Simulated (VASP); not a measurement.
Te2Mo, 12 atoms in the cell. The cell holds a slab with vacuum, 12 atoms: a = 3.556 Å, b = 3.556 Å, c = 40.003 Å, α = 90.00°, β = 90.00°, γ = 120.00°. 

* Program: VASP 6.6.1
* Task: single point
* Functional: PBE
* Potentials or basis: VASP PAW PBE potentials, release 64 (Te, Mo_sv)
* Cutoff: 520 eV
* k mesh: 9 × 9 × 1
* Occupations: fermi-dirac, width 0.05 eV
* Spin: no spin polarisation
* Dipole correction: no
* Further INCAR settings: ALGO = Normal; EDIFF = 1e-07; NBANDS = 64

Potentials or basis: VASP PAW PBE potentials, release 64 (Te, Mo_sv).

Run with:

```bash
$ cat potpaw_PBE.64/Te/POTCAR potpaw_PBE.64/Mo_sv/POTCAR > POTCAR
$ mpirun -np 1 vasp_std > vasp.out
```

Hardware: 1 thread of Intel Xeon 6975P-C (shared host).

Problem. Estimate the wall time of this run.

Solution. Run time: 17 min on 1 thread of Intel Xeon 6975P-C, on a shared host, peak memory 0.68 GiB. Counts: scf iterations 27, k points 12.
